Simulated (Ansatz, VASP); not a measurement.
# One calculation of Au, two programs

Contents of INCAR:

```
  PREC = Accurate
  ENCUT = 520
  EDIFF = 1E-6
  ISMEAR = -1
  SIGMA = 0.1
  LREAL = F
  LASPH = T
  NELM = 100
  ALGO = Normal
  ISIF = 2
  LWAVE = F
  LCHARG = F
  GGA = B5
  ALDAX = 1.0
  AGGAX = 1.0
  AGGAC = 1.0
  ALDAC = 0.0
  NBANDS = 30
```

Contents of KPOINTS:

```
regular mesh
0
Gamma
  14 14 4
```

The input POSCAR:

```
Au
1.0
    2.9822078972      0.0000000000      0.0000000000
   -1.4911039486      2.5826677984      0.0000000000
    0.0000000000      0.0000000000     10.1166488350
Au
4
Direct
    0.0000000000      0.0000000000      1.0000000000
    0.0000000000      0.0000000000      0.5000000000
    0.3333333333      0.6666666667      0.2500000000
    0.6666666667      0.3333333333      0.7500000000
```

Input for Ansatz:

```yaml
crystal:
  lattice:
    - [2.9822078972, 0.0, 0.0]
    - [-1.4911039486, 2.5826677984, 0.0]
    - [0.0, 0.0, 10.116648835]
  atoms:
    - { symbol: Au, position: [0.0, 0.0, 1.0] }
    - { symbol: Au, position: [0.0, 0.0, 0.5] }
    - { symbol: Au, position: [0.3333333333, 0.6666666667, 0.25] }
    - { symbol: Au, position: [0.6666666667, 0.3333333333, 0.75] }
hamiltonian:
  xc: blyp
  pseudopotentials:
    kind: paw
    azcp:
      Au: "pseudopotentials/Au.paw.azcp"
basis:
  ecutwfc: 420
  fft_grid_basis: typed
kpoints:
  mp_grid: { grid: [14, 14, 4], shift: [0, 0, 0] }
magnetization:
  spin_polarized: false
scf:
  occupations: { method: fermi_dirac, width: 0.1 }
  lower_state_search: "off"
output:
  stress: true
  write_density: true
  write_potential: true
  elf: true
  volumetric_format: npy
```

Alike in both runs: task single point; functional BLYP; k mesh 14 × 14 × 4; occupations fermi-dirac, width 0.1 eV; no spin polarisation.

```csv
,VASP,Ansatz
version,VASP 6.6.1,Ansatz 0.2.0
potentials or method,"VASP PAW PBE potentials, release 64 (Au), cutoff 520 eV","plane waves (420 eV) with PAW, scalar-relativistic"
valence electrons in the cell,44,76
```

VASP gave:

```
pressure (GPa)                                                : 0.6
traceless stress, the component that is largest in VASP (GPa) : -0.32
```

What did Ansatz give for the same quantities?

Pressure (GPa): 0.1; traceless stress, the component that is largest in VASP (GPa): -0.23.

VASP's potentials were made for PBE, not for BLYP. The functional is the same, so the differences come from potentials, cutoffs and numerics. VASP's potentials hold 44 valence electrons a cell and Ansatz's 76, so a difference there can come from the potentials and not from the codes.

Neither program's run includes spin-orbit coupling.
